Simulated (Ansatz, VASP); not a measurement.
Ti in VASP and in Ansatz

```
CELL_PARAMETERS angstrom
5.20809 0.00000 0.00000
0.00000 5.20809 0.00000
0.00000 0.00000 5.20809
ATOMIC_POSITIONS crystal
Ti 0.00000 0.00000 0.00000
Ti 0.50000 0.50000 0.50000
Ti 0.25000 0.00000 0.50000
Ti 0.75000 0.00000 0.50000
Ti 0.50000 0.25000 0.00000
Ti 0.50000 0.75000 0.00000
Ti 0.00000 0.50000 0.25000
Ti 0.00000 0.50000 0.75000
```

Alike in both runs: task relaxation of cell and atoms; functional PBEsol; k mesh 5 × 5 × 5; occupations fermi-dirac, width 0.1 eV; no spin polarisation.

|  | VASP | Ansatz |
| --- | --- | --- |
| version | VASP 6.6.1 | Ansatz 0.2.0 |
| potentials or method | VASP PAW PBE potentials, release 64 (Ti_sv), cutoff 600 eV | plane waves (420 eV) with PAW, scalar-relativistic |
| valence electrons in the cell | 96 | 96 |

```csv
,VASP,Ansatz,Ansatz less VASP
relaxed volume (Å³/atom),16.71,16.75,+0.038
relaxed cell length with the largest relative difference (Å),5.114,5.117,+0.0039
```

VASP's potentials were made for PBE, not for PBEsol, and Ansatz warns of the same on its side.
